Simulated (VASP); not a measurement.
A run of VASP 6.6.1:

File INCAR:

```
PREC = Accurate
ENCUT = 520
EDIFF = 1E-6
ISMEAR = -1
SIGMA = 0.15
LREAL = F
LASPH = T
NELM = 100
ALGO = Normal
ISIF = 2
LWAVE = F
LCHARG = F
GGA = CA
NBANDS = 15
```

Contents of KPOINTS:

```
Automatic mesh
0
Gamma
  18 18 14
```

File POSCAR:

```
TaN
1.0
    2.8581078159      0.0000000000      0.0000000000
   -1.4290539079      2.4751939754      0.0000000000
    0.0000000000      0.0000000000      2.8120249800
Ta N
1 1
Direct
    0.3333333333      0.6666666667      0.5000000000
    0.0000000000      0.0000000000      0.0000000000
```

Potentials or basis: VASP PAW LDA potentials, release 64 (Ta_pv, N).

Run with:

```sh
$ cat potpaw_LDA.64/Ta_pv/POTCAR potpaw_LDA.64/N/POTCAR > POTCAR
$ mpirun -np 1 vasp_std > vasp.out
```

Hardware: 1 thread of Intel Xeon 8259CL, with other jobs on the host.

**Question.** Estimate the wall time of this run.

**Answer.** Run time: 79 s on 1 thread of Intel Xeon 8259CL (shared host), peak memory 0.21 GiB. Counts: scf iterations 12, k points 296.
